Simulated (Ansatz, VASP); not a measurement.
## One calculation of ScS4, two programs

```xyz
5
Lattice="3.5512 0.0000 0.0000 -1.7756 3.0754 0.0000 0.0000 0.0000 10.8128" Properties=species:S:1:pos:R:3 pbc="T T T"
Sc    0.0000    0.0000    0.0000
S     0.0000    0.0000    4.4591
S     0.0000    0.0000    6.3537
S     1.7756    1.0251    9.3112
S     0.0000    2.0503    1.5016
```

Alike in both runs: functional PBE; k mesh 12 × 12 × 4; occupations gaussian, width 0.1 eV; no spin polarisation.

Ansatz relaxed the structure, and its values are those at the end. VASP's run is a single point on that final structure, the one shown.

|  | VASP | Ansatz |
| --- | --- | --- |
| version | VASP 6.6.1 | Ansatz 0.2.0 |
| potentials or method | VASP PAW PBE potentials, release 64 (Sc_sv, S), cutoff 520 eV | scalar-relativistic, plane waves, PAW |
| valence electrons in the cell | 35 | 35 |

|  | VASP | Ansatz | Ansatz less VASP |
| --- | --- | --- | --- |
| gap on the k mesh at the Fermi level (eV) | none | none | - |
| pressure (GPa) | -0.1 | 0.0 | +0.15 |
| rms of the force components (eV/Å) | 0.089 | 0.003 | -0.0859 |

A gap of «none» marks a metal or a gap that the smearing closes.
